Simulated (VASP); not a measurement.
Here is a VASP 6.6.1 calculation.

INCAR

```
PREC = Accurate ; ENCUT = 600
EDIFF = 1E-7 ; ISMEAR = -1
SIGMA = 0.08 ; LREAL = False
LASPH = True ; NELM = 80
ALGO = Normal ; ISIF = 3
LWAVE = False ; LCHARG = False
GGA = PE ; IBRION = 2
NSW = 32 ; EDIFFG = -0.005
PSTRESS = 160.0
```

KPOINTS

```
regular mesh
0
Gamma
  17 17 9
```

Contents of POSCAR:

```
Li
1.0
    2.5841157714      0.0000000000      0.0000000000
   -1.2920578856      2.2379099043      0.0000000000
    0.0000000000      0.0000000000      4.2408426759
Li
2
Direct
    0.3333333333      0.6666666667      0.2500000000
    0.6666666667      0.3333333333      0.7500000000
```

Potentials or basis: VASP PAW PBE potentials, release 64 (Li_sv).

Run with:

```bash
$ cat potpaw_PBE.64/Li_sv/POTCAR > POTCAR
$ mpirun -np 1 vasp_std > vasp.out
```

Q: Predict the space group after relaxing (to 0.05 Å).

A: P6_3/mmc (No. 194).

Q: Predict the relaxed cell.

A: a = 2.581 Å, b = 2.581 Å, c = 4.235 Å, α = 90.00°, β = 90.00°, γ = 120.00°.

Final structure:
```xyz
2
Lattice="2.5806 0.0000 0.0000 -1.2903 2.2348 0.0000 0.0000 0.0000 4.2351" Properties=species:S:1:pos:R:3 pbc="T T T"
Li    0.0000    1.4899    1.0588
Li    1.2903    0.7449    3.1764
```
